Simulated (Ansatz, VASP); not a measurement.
BN in VASP and in Ansatz

INCAR

```
SYSTEM = BN
PREC     = Accurate       ! precision mode
ENCUT    = 520            ! plane-wave cutoff, eV
EDIFF    = 1E-6           ! SCF threshold, eV
ISMEAR   = 0              ! smearing method
SIGMA    = 0.05           ! smearing width, eV
LREAL    = .False.        ! projectors in reciprocal space
LASPH    = .True.         ! aspherical terms in the spheres
NELM     = 80             ! most SCF steps
ALGO     = Normal         ! electronic algorithm
ISIF     = 2              ! what is computed and relaxed
LWAVE    = .False.        ! write WAVECAR
LCHARG   = .True.         ! write CHGCAR
GGA      = PE             ! functional
LELF     = .True.         ! ELF
LVHAR    = .True.       
NBANDS   = 11             ! bands
```

Contents of KPOINTS:

```
Automatic mesh
0
Gamma
  12 12 12
  0 0 0
```

The input POSCAR:

```
BN
1.0
    0.0000000000      1.6314309955      1.8871382250
    1.8871382250      0.0000000000      1.8871382250
    1.8871382250      1.6314309955      0.0000000000
B N
1 1
Direct
    0.0000000000      0.0000000000      0.0000000000
    0.7500000000      0.7500000000      0.7500000000
```

Input for Ansatz:

```yaml
crystal:
  lattice:
    - [0.0, 1.6314309955, 1.887138225]
    - [1.887138225, 0.0, 1.887138225]
    - [1.887138225, 1.6314309955, 0.0]
  atoms:
    - { symbol: B, position: [0.0, 0.0, 0.0] }
    - { symbol: "N", position: [0.75, 0.75, 0.75] }
basis:
  ecutwfc: 520.0
kpoints:
  mp_grid: { grid: [12, 12, 12] }
hamiltonian:
  xc: pbe
scf:
  occupations: { method: gaussian, width: 0.05 }
output:
  forces: true
  stress: true
  eigenvalues: true
```

Alike in both runs: task single point; functional PBE; k mesh 12 × 12 × 12; occupations gaussian, width 0.05 eV; no spin polarisation.

|  | VASP | Ansatz |
| --- | --- | --- |
| version | VASP 6.6.1 | Ansatz 0.2.0 |
| potentials or method | VASP PAW PBE potentials, release 64 (B, N), cutoff 520 eV | scalar-relativistic, plane waves, PAW |
| valence electrons in the cell | 8 | 8 |

|  | VASP | Ansatz | Ansatz less VASP |
| --- | --- | --- | --- |
| gap on the k mesh at the Fermi level (eV) | 2.25 | 2.27 | +0.014 |
| least direct gap on the mesh (eV) | 7.64 | 7.65 | +0.012 |
| pressure (GPa) | 9.1 | 8.8 | -0.26 |
| traceless stress, the component that is largest in VASP (GPa) | 48.70 | 48.68 | -0.018 |

The functional is the same, so the differences come from potentials, cutoffs and numerics.
